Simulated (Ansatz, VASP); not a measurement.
## HgTe: VASP beside Ansatz

```
Hg Te
1.0
     0.00000    3.32480    3.32480
     3.32480    0.00000    3.32480
     3.32480    3.32480    0.00000
Hg Te
1 1
Direct
  0.00000 0.00000 0.00000
  0.75000 0.75000 0.75000
```

Alike in both runs: functional PBE; k mesh 12 × 12 × 12; occupations gaussian, width 0.1 eV; no spin polarisation.

Ansatz relaxed the structure, and its values are those at the end. VASP's run is a single point on that final structure, the one shown.

|  | VASP | Ansatz |
| --- | --- | --- |
| version | VASP 6.6.1 | Ansatz 0.2.0 |
| potentials or method | VASP PAW PBE potentials, release 64 (Hg, Te), cutoff 520 eV | scalar-relativistic, plane waves, PAW |
| valence electrons in the cell | 18 | 36 |

```csv
,VASP,Ansatz,Ansatz less VASP
gap on the k mesh at the Fermi level (eV),none,none,-
pressure (GPa),0.1,0.0,-0.05
```

A gap of «none» marks a metal or a gap that the smearing closes. VASP's potentials hold 18 valence electrons a cell and Ansatz's 36, so a difference there can come from the potentials and not from the codes.

Spin-orbit coupling is off throughout.
